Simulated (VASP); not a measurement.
# AlGa3As4 (P-4m2) in VASP: notebook

AlGa3As4 is run at these levels: PBE; tasks: single point, relaxation of cell and atoms.

Everything below comes from runs of VASP 6.6.1. Logs are shortened: lines on timing, memory, paths and dates and some standing lists are left out, and cuts for length are marked.

## (1) The cell of the first run

It takes space group P-4m2 (No. 115, tetragonal). Conventional cell: a = 4.061 Å, b = 4.061 Å, c = 11.476 Å, α = 90.00°, β = 90.00°, γ = 90.00°. Al (site symmetry -4m2) has 4 As at 2.48 Å within 3.3 Å. Within 3.3 Å of Ga (site symmetry 2mm) lie 4 As at 2.49 Å. Ga (site symmetry -4m2) has 4 As at 2.49 Å within 3.3 Å. Within 3.3 Å of As (site symmetry 2mm) lie 2 Al at 2.48 Å and 2 Ga at 2.49 Å. As (site symmetry 2mm) has 4 Ga at 2.49 Å within 3.3 Å.

## (2) Single point, PBE

Input file INCAR:

```
PREC = Accurate
ENCUT = 520
EDIFF = 1E-7
ISMEAR = 0
SIGMA = 0.02
LREAL = F
LASPH = T
NELM = 80
ALGO = Normal
ISIF = 2
LWAVE = F
LCHARG = F
GGA = PE
NBANDS = 41
```

Input file KPOINTS:

```
Automatic mesh
0
Gamma
  10 10 4
```

Input file POSCAR:

```
AlGa3As4
1.0
    4.0609788155      0.0000000000      0.0000000000
    0.0000000000      4.0609788155      0.0000000000
    0.0000000000      0.0000000000     11.4756668196
Al Ga As
1 3 4
Direct
    0.5000000000      0.5000000000      0.0000000000
    0.0000000000      0.0000000000      0.7502507523
    0.0000000000      0.0000000000      0.2497492477
    0.5000000000      0.5000000000      0.5000000000
    0.5000000000      0.0000000000      0.1241003286
    0.0000000000      0.5000000000      0.3748952240
    0.5000000000      0.0000000000      0.6251047760
    0.0000000000      0.5000000000      0.8758996714
```

Potentials or basis: VASP PAW PBE potentials, release 64 (Al, Ga_d, As).

Launch:

```sh
$ cat potpaw_PBE.64/Al/POTCAR potpaw_PBE.64/Ga_d/POTCAR potpaw_PBE.64/As/POTCAR > POTCAR
$ mpirun -np 1 vasp_std > vasp.out
```

OUTCAR:

```text
PREC = Accurate
   ENCUT = 520
   EDIFF = 1E-7
   ISMEAR = 0
   LREAL = F
   LASPH = T
   NELM = 80
   ISIF = 2
   GGA = PE

 ion  position               nearest neighbor table
   1  0.500  0.500  0.000-   5 2.48   8 2.48   5 2.48   8 2.48
   2  0.000  0.000  0.750-   7 2.49   7 2.49   8 2.49   8 2.49
   3  0.000  0.000  0.250-   6 2.49   6 2.49   5 2.49   5 2.49
   4  0.500  0.500  0.500-   6 2.49   7 2.49   7 2.49   6 2.49
   5  0.500  0.000  0.124-   1 2.48   1 2.48   3 2.49   3 2.49
   6  0.000  0.500  0.375-   4 2.49   4 2.49   3 2.49   3 2.49
   7  0.500  0.000  0.625-   4 2.49   4 2.49   2 2.49   2 2.49
   8  0.000  0.500  0.876-   1 2.48   1 2.48   2 2.49   2 2.49

  LATTYP: Found a simple tetragonal cell.
 ALAT       =     4.0609788155
 C/A-ratio  =     2.8258376468

  Lattice vectors:

 A1 = (   4.0609788155,   0.0000000000,   0.0000000000)
 A2 = (   0.0000000000,   4.0609788155,   0.0000000000)
 A3 = (   0.0000000000,   0.0000000000,  11.4756668196)

Analysis of symmetry for initial positions (statically):
=====================================================================
 Subroutine PRICEL returns:
 Original cell was already a primitive cell.

 Routine SETGRP: Setting up the symmetry group for a
 simple tetragonal supercell.

 Subroutine GETGRP returns: Found  8 space group operations
 (whereof  8 operations were pure point group operations)
 out of a pool of 16 trial point group operations.

The static configuration has the point symmetry D_2d.

Analysis of symmetry for dynamics (positions and initial velocities):
=====================================================================
 Subroutine PRICEL returns:
 Original cell was already a primitive cell.

 Routine SETGRP: Setting up the symmetry group for a
 simple tetragonal supercell.

 Subroutine GETGRP returns: Found  8 space group operations
 (whereof  8 operations were pure point group operations)
 out of a pool of 16 trial point group operations.

The dynamic configuration has the point symmetry D_2d.

 Subroutine INISYM returns: Found  8 space group operations
 (whereof  8 operations are pure point group operations),
 and found     1 'primitive' translations

----------------------------------------------------------------------------------------

                                     Primitive cell

  volume of cell :     189.2515
[... 99 lines left out ...]
   ENCUT  =  520.0 eV  38.22 Ry    6.18 a.u.   7.55  7.55 21.34*2*pi/ulx,y,z
   NELM   =     80;   NELMIN=  2; NELMDL= -5     # of ELM steps
   EDIFF  = 0.1E-06   stopping-criterion for ELM
   LREAL  =      F    real-space projection
   EDIFFG = 0.1E-05   stopping-criterion for IOM
   NSW    =      0    number of steps for IOM
   IBRION =     -1    ionic relax: 0-MD 1-quasi-New 2-CG
   NFREE  =      0    steps in history (QN), initial steepest desc. (CG)
   ISIF   =      2    stress and relaxation
   ISYM   =      2    0-nonsym 1-usesym 2-fastsym
   POTIM  = 0.5000    time-step for ionic-motion
   TEBEG  =    0.0;   TEEND  =   0.0 temperature during run
   PSTRESS=    0.0 pullay stress
   NELECT =      62.0000    total number of electrons
   NUPDOWN=      -1.0000    fix difference up-down
   EMIN   =  10.00;   EMAX   =-10.00  energy-range for DOS
   EFERMI =   0.00;   METHOD = LEGACY
   ISMEAR =     0;   SIGMA  =   0.02  broadening in eV -4-tet -1-fermi 0-gaus
   EFERMI_NEDOS =   21; number of points for ismear=-14 and -15
   IALGO  =     38    algorithm
   IMIX   =      4    mixing-type and parameters
     AMIX     =   0.40;   BMIX     =  1.00
     AMIX_MAG =   1.60;   BMIX_MAG =  1.00
  volume/ion in A,a.u.               =      23.66       159.64
  Fermi-wavevector in a.u.,A,eV,Ry     =   1.128562  2.132674 17.329104  1.273653
  Thomas-Fermi vector in A             =   2.265253
   LORBIT       =      0    0 simple, 1 ext, 2 COOP (PROOUT), +10 PAW based schemes
   GGA     = PE    functional components
   LHFCALC =     F    Hartree Fock is set to
   AEXX    =    0.0000 exact exchange contribution
   IVDW    =     0    specifies the selected vdW correction
   LEPSILON=     F    determine dielectric tensor
   LRPA    =     F    only Hartree local field effects (RPA)
 non-spin polarized calculation
 Gauss-broadening in eV      SIGMA  =   0.02
  energy-cutoff  :      520.00
  volume of cell :      189.25
 maximum number of plane-waves:      5129
   NGX = 15   NGY = 15   NGZ = 43

 number of electron      62.0000075 magnetization

 Free energy of the ion-electron system (eV)
  ---------------------------------------------------
  ext. energy  EPLUGINS =         0.00000000
  ---------------------------------------------------
  free energy    TOTEN  =       -34.20181272 eV

  energy without entropy =      -34.20181272  energy(sigma->0) =      -34.20181272

 E-fermi :   3.6259     XC(G=0):  -9.2564

 val. band max:        3.5147336351   @ k =   0.0000   0.0000   0.0000
 cond. band min:       4.0407765362   @ k =   0.0000   0.0000   0.0000
 fundamental gap:      0.5260429011
 Fermi energy:         3.6259140541

 k-point     1 :       0.0000    0.0000    0.0000
  band No.  band energies     occupation
      1     -11.1994      2.00000
      2     -11.1758      2.00000
      3     -11.1322      2.00000
      4     -11.1139      2.00000
      5     -11.1139      2.00000
      6     -11.1053      2.00000
[... 1045 lines left out ...]
     40       7.8887      0.00000
     41       8.4480      0.00000

 [... further k-points ...]
[... 5 lines left out ...]
  --------------------------------------------------------------------------------------
  -------------------------------------------------------------------------------------
  Total        0.1932596      0.1932596      0.1982002      0.0000000      0.0000000      0.0000000
  in kB        1.6361090      1.6361090      1.6779354      0.0000000      0.0000000      0.0000000
  external PRESSURE =       1.6500511 kB  Pullay stress =       0.0000000 kB

 VOLUME and BASIS-vectors are now :
 -----------------------------------------------------------------------------
  energy-cutoff  :      520.00
  volume of cell :      189.25
      direct lattice vectors                 reciprocal lattice vectors
     4.060978816  0.000000000  0.000000000     0.246246052  0.000000000  0.000000000
     0.000000000  4.060978816  0.000000000     0.000000000  0.246246052  0.000000000
     0.000000000  0.000000000 11.475666820     0.000000000  0.000000000  0.087140906

 POSITION                                       TOTAL-FORCE (eV/Angst)
 -----------------------------------------------------------------------------------
      2.03049      2.03049      0.00000        -0.000000      0.000000      0.000000
      0.00000      0.00000      8.60963         0.000000      0.000000     -0.000450
      0.00000      0.00000      2.86604        -0.000000      0.000000      0.000450
      2.03049      2.03049      5.73783        -0.000000     -0.000000      0.000000
      2.03049      0.00000      1.42413        -0.000000      0.000000     -0.004713
      0.00000      2.03049      4.30217        -0.000000      0.000000      0.000088
      2.03049      0.00000      7.17349        -0.000000      0.000000     -0.000088
      0.00000      2.03049     10.05153        -0.000000      0.000000      0.004713
 -----------------------------------------------------------------------------------
    total drift:                                0.000000      0.000000     -0.000000

  FREE ENERGIE OF THE ION-ELECTRON SYSTEM (eV)
  ---------------------------------------------------
  free  energy   TOTEN  =       -34.2018127173 eV

  energy  without entropy=      -34.2018127173  energy(sigma->0) =      -34.20181272
```

stdout:

```text
POSCAR found type information on POSCAR AlGaAs
 POSCAR found :  3 types and       8 ions
 scaLAPACK will be used
 LDA part: xc-table for (Slater+PW92), standard interpolation
 POSCAR, INCAR and KPOINTS ok, starting setup
 FFT: planning ... GRIDC
 FFT: planning ... GRID_SOFT
 FFT: planning ... GRID
 WAVECAR not read
 entering main loop
```

Run time: 9.3 min. Hardware: 1 thread of AMD EPYC 7R43 (Zen 3), shared host; peak memory 0.5 GiB.

What came out:

* Free energy: -34.2018 eV
* Pressure: 0.2 GPa
* Largest force: 0.005 eV/Å
* Band gap on the k mesh: 0.53 eV, direct

Forces in eV/Å, atoms in the order of the input:
```
Al   0.000  0.000  0.000
Ga   0.000  0.000  0.000
Ga   0.000  0.000  0.000
Ga   0.000  0.000  0.000
As   0.000  0.000 -0.005
As   0.000  0.000  0.000
As   0.000  0.000  0.000
As   0.000  0.000  0.005
```

Levels at points of the mesh, in eV from the valence-band top:
```tsv
k point	band 28	band 29	band 30	band 31	band 32	band 33	band 34	band 35
(0.00, 0.00, 0.00)	-1.46	-0.02	0.00	0.00	0.53	1.53	1.81	2.05
(0.50, 0.00, 0.00)	-1.02	-1.00	-0.98	-0.97	0.92	1.33	2.72	2.92
(0.50, 0.50, 0.00)	-2.41	-2.41	-2.41	-2.40	1.53	1.53	1.58	2.04
(0.00, 0.00, 0.50)	-0.65	-0.65	-0.50	-0.50	1.46	1.67	2.12	2.28
(0.50, 0.00, 0.50)	-1.14	-1.03	-1.00	-1.00	1.98	2.05	2.08	2.64
(0.50, 0.50, 0.50)	-2.76	-2.76	-2.74	-2.74	2.44	2.44	2.54	2.70
```

## (3) Single point, PBE

This run uses another cell than the first one, of 20.84 Å³/atom, 0.881 times its volume.

Input file INCAR:

```
  PREC = Accurate
  ENCUT = 520
  EDIFF = 1E-6
  ISMEAR = 0
  SIGMA = 0.1
  LREAL = False
  LASPH = True
  NELM = 80
  ALGO = Normal
  ISIF = 2
  LWAVE = False
  LCHARG = False
  GGA = PE
  NBANDS = 41
```

Input file KPOINTS:

```
Automatic mesh
0
Gamma
  4 4 2
```

Input file POSCAR:

```
AlGa3As4
1.0
    3.8919921500      0.0000000000      0.0000000000
    0.0000000000      3.8919921500      0.0000000000
    0.0000000000      0.0000000000     11.0082161600
Al Ga As
1 3 4
Direct
    0.5000000000      0.5000000000      0.0000000000
    0.0000000000      0.0000000000      0.7500000000
    0.0000000000      0.0000000000      0.2500000000
    0.5000000000      0.5000000000      0.5000000000
    0.5000000000      0.0000000000      0.1250000000
    0.0000000000      0.5000000000      0.3750000000
    0.5000000000      0.0000000000      0.6250000000
    0.0000000000      0.5000000000      0.8750000000
```

Potentials or basis: VASP PAW PBE potentials, release 64 (Al, Ga_d, As).

Launch:

```sh
$ cat potpaw_PBE.64/Al/POTCAR potpaw_PBE.64/Ga_d/POTCAR potpaw_PBE.64/As/POTCAR > POTCAR
$ mpirun -np 1 vasp_std > vasp.out
```

OUTCAR:

```text
PREC = Accurate
   ENCUT = 520
   EDIFF = 1E-6
   ISMEAR = 0
   LREAL = False
   LASPH = True
   NELM = 80
   ISIF = 2
   GGA = PE

 ion  position               nearest neighbor table
   1  0.500  0.500  0.000-   5 2.38   8 2.38   5 2.38   8 2.38
   2  0.000  0.000  0.750-   7 2.38   8 2.38   8 2.38   7 2.38
   3  0.000  0.000  0.250-   5 2.38   6 2.38   6 2.38   5 2.38
   4  0.500  0.500  0.500-   6 2.38   7 2.38   7 2.38   6 2.38
   5  0.500  0.000  0.125-   1 2.38   3 2.38   1 2.38   3 2.38
   6  0.000  0.500  0.375-   3 2.38   4 2.38   3 2.38   4 2.38
   7  0.500  0.000  0.625-   2 2.38   4 2.38   4 2.38   2 2.38
   8  0.000  0.500  0.875-   1 2.38   2 2.38   2 2.38   1 2.38

  LATTYP: Found a simple tetragonal cell.
 ALAT       =     3.8919921500
 C/A-ratio  =     2.8284271231

  Lattice vectors:

 A1 = (   3.8919921500,   0.0000000000,   0.0000000000)
 A2 = (   0.0000000000,   3.8919921500,   0.0000000000)
 A3 = (   0.0000000000,   0.0000000000,  11.0082161600)

Analysis of symmetry for initial positions (statically):
=====================================================================
 Subroutine PRICEL returns:
 Original cell was already a primitive cell.

 Routine SETGRP: Setting up the symmetry group for a
 simple tetragonal supercell.

 Subroutine GETGRP returns: Found  8 space group operations
 (whereof  8 operations were pure point group operations)
 out of a pool of 16 trial point group operations.

The static configuration has the point symmetry D_2d.

Analysis of symmetry for dynamics (positions and initial velocities):
=====================================================================
 Subroutine PRICEL returns:
 Original cell was already a primitive cell.

 Routine SETGRP: Setting up the symmetry group for a
[... 127 lines left out ...]
  Fermi-wavevector in a.u.,A,eV,Ry     =   1.177204  2.224593 18.855084  1.385810
  Thomas-Fermi vector in A             =   2.313555
   LORBIT       =      0    0 simple, 1 ext, 2 COOP (PROOUT), +10 PAW based schemes
   GGA     = PE    functional components
   LHFCALC =     F    Hartree Fock is set to
   AEXX    =    0.0000 exact exchange contribution
   IVDW    =     0    specifies the selected vdW correction
   LEPSILON=     F    determine dielectric tensor
   LRPA    =     F    only Hartree local field effects (RPA)
 non-spin polarized calculation
 Gauss-broadening in eV      SIGMA  =   0.10
  energy-cutoff  :      520.00
  volume of cell :      166.75
 maximum number of plane-waves:      4524
 NGX is ok and might be reduce to    30
   NGX = 15   NGY = 15   NGZ = 41

 number of electron      61.9999961 magnetization

 Free energy of the ion-electron system (eV)
  ---------------------------------------------------
  ext. energy  EPLUGINS =         0.00000000
  ---------------------------------------------------
  free energy    TOTEN  =       -33.27690335 eV

  energy without entropy =      -33.27690335  energy(sigma->0) =      -33.27690335

 E-fermi :   5.2198     XC(G=0):  -9.8016

 val. band max:        4.7228248702   @ k =   0.0000   0.0000   0.0000
 cond. band min:       5.9851452211   @ k =   0.5000   0.5000   0.0000
 fundamental gap:      1.2623203509
 Fermi energy:         5.2197617094

 k-point     1 :       0.0000    0.0000    0.0000
  band No.  band energies     occupation
      1     -10.2772      2.00000
      2     -10.2468      2.00000
      3     -10.1725      2.00000
      4     -10.1491      2.00000
      5     -10.1491      2.00000
      6     -10.1370      2.00000
[... 517 lines left out ...]
     40      13.1277      0.00000
     41      13.1609      0.00000

------------------------ aborting loop because EDIFF is reached ----------------------------------------

  FORCE on cell =-STRESS in cart. coord.  units (eV):
  Direction    XX          YY          ZZ          XY          YZ          ZX
  --------------------------------------------------------------------------------------
  -------------------------------------------------------------------------------------
  Total       11.8150336     11.8150336     10.5315799      0.0000000      0.0000000      0.0000000
  in kB      113.5232156    113.5232156    101.1913169      0.0000000      0.0000000      0.0000000
  external PRESSURE =     109.4125827 kB  Pullay stress =       0.0000000 kB

 VOLUME and BASIS-vectors are now :
 -----------------------------------------------------------------------------
  energy-cutoff  :      520.00
  volume of cell :      166.75
      direct lattice vectors                 reciprocal lattice vectors
     3.891992150  0.000000000  0.000000000     0.256937826  0.000000000  0.000000000
     0.000000000  3.891992150  0.000000000     0.000000000  0.256937826  0.000000000
     0.000000000  0.000000000 11.008216160     0.000000000  0.000000000  0.090841239

 POSITION                                       TOTAL-FORCE (eV/Angst)
 -----------------------------------------------------------------------------------
      1.94600      1.94600      0.00000         0.000000     -0.000000      0.000000
      0.00000      0.00000      8.25616        -0.000000      0.000000     -0.040719
      0.00000      0.00000      2.75205        -0.000000      0.000000      0.040719
      1.94600      1.94600      5.50411        -0.000000      0.000000      0.000000
      1.94600      0.00000      1.37603         0.000000      0.000000     -0.115815
      0.00000      1.94600      4.12808        -0.000000      0.000000      0.014923
      1.94600      0.00000      6.88014        -0.000000     -0.000000     -0.014923
      0.00000      1.94600      9.63219        -0.000000      0.000000      0.115815
 -----------------------------------------------------------------------------------
    total drift:                                0.000000      0.000000      0.000000

  FREE ENERGIE OF THE ION-ELECTRON SYSTEM (eV)
  ---------------------------------------------------
  free  energy   TOTEN  =       -33.2769033511 eV

  energy  without entropy=      -33.2769033511  energy(sigma->0) =      -33.27690335
```

OSZICAR:

```text
N       E                     dE             d eps       ncg     rms          rms(c)
DAV:   1     0.519454503709E+03    0.51945E+03   -0.27617E+04  1050   0.202E+03
DAV:   2     0.466709425892E+02   -0.47278E+03   -0.44699E+03  1056   0.531E+02
DAV:   3    -0.296932483638E+02   -0.76364E+02   -0.73581E+02  1157   0.153E+02
DAV:   4    -0.339710900765E+02   -0.42778E+01   -0.42442E+01  1218   0.373E+01
DAV:   5    -0.341050374966E+02   -0.13395E+00   -0.13383E+00  1185   0.618E+00    0.661E+00
DAV:   6    -0.333855822448E+02    0.71946E+00   -0.10786E+00  1430   0.124E+01    0.381E+00
DAV:   7    -0.332732478278E+02    0.11233E+00   -0.85908E-01  1194   0.429E+00    0.112E+00
DAV:   8    -0.332752708738E+02   -0.20230E-02   -0.12566E-01  1231   0.392E+00    0.323E-01
DAV:   9    -0.332763635186E+02   -0.10926E-02   -0.14012E-02  1279   0.157E+00    0.953E-02
DAV:  10    -0.332766432926E+02   -0.27977E-03   -0.23803E-03  1359   0.547E-01    0.486E-02
DAV:  11    -0.332768696499E+02   -0.22636E-03   -0.34039E-04  1221   0.147E-01    0.157E-02
DAV:  12    -0.332768997648E+02   -0.30115E-04   -0.54310E-05  1245   0.649E-02    0.843E-03
DAV:  13    -0.332769026580E+02   -0.28932E-05   -0.88969E-06  1188   0.464E-02    0.268E-03
DAV:  14    -0.332769033511E+02   -0.69312E-06   -0.19360E-06   940   0.235E-02
   1 F= -.33276903E+02 E0= -.33276903E+02  d E =-.673556E-13
```

stdout:

```text
POSCAR found type information on POSCAR AlGaAs
 POSCAR found :  3 types and       8 ions
 scaLAPACK will be used
 LDA part: xc-table for (Slater+PW92), standard interpolation
 POSCAR, INCAR and KPOINTS ok, starting setup
 FFT: planning ... GRIDC
 FFT: planning ... GRID_SOFT
 FFT: planning ... GRID
 WAVECAR not read
 entering main loop
```

Wall time 84 s (1 thread of Intel Xeon Platinum 8259CL at 2.50GHz (Skylake/Cascade Lake), shared host); peak memory 0.29 GiB.

Results:

* Free energy: -33.2769 eV
* Pressure: 10.9 GPa
* Largest force: 0.116 eV/Å
* Band gap on the k mesh: 1.26 eV, indirect (least direct gap 1.29 eV)

Forces on the atoms (eV/Å):
```
Al   0.000  0.000  0.000
Ga   0.000  0.000 -0.041
Ga   0.000  0.000  0.041
Ga   0.000  0.000  0.000
As   0.000  0.000 -0.116
As   0.000  0.000  0.015
As   0.000  0.000 -0.015
As   0.000  0.000  0.116
```

A k mesh can miss the band edges. A hybrid or GW would open this gap; PBE tends to underestimate it.

(Part 1 of 2 ends here.)
